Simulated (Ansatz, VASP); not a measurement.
Ni: VASP beside Ansatz

```
CELL_PARAMETERS angstrom
-1.38588 1.38588 1.30428
1.38588 -1.38588 1.30428
1.38588 1.38588 -1.30428
ATOMIC_POSITIONS crystal
Ni 0.00000 0.00000 0.00000
```

Alike in both runs: task single point; functional PBEsol; k mesh 10 × 10 × 10; occupations gaussian, width 0.1 eV; collinear spin.

|  | VASP | Ansatz |
| --- | --- | --- |
| version | VASP 6.6.1 | Ansatz 0.2.0 |
| potentials or method | VASP PAW PBE potentials, release 64 (Ni_sv_GW), cutoff 590 eV | scalar-relativistic, plane waves, PAW |
| valence electrons in the cell | 18 | 18 |

```tsv
	VASP	Ansatz	Ansatz less VASP
gap on the k mesh at the Fermi level (eV)	none	none	-
pressure (GPa)	5.9	10.0	+4.07
traceless stress, the component that is largest in VASP (GPa)	-2.74	-2.64	+0.098
net moment per atom (μB)	0.39	0.39	+0.001
size of the moment on the site where the two differ most (μB)	0.41	0.41	+0.002
```

VASP's potentials were made for PBE, not for PBEsol. Site moments also hang on the region over which each program counts them. A gap of «none» marks a metal or a gap that the smearing closes. One of these differences is far larger than is usual between the two programs; its cause wasn't traced.
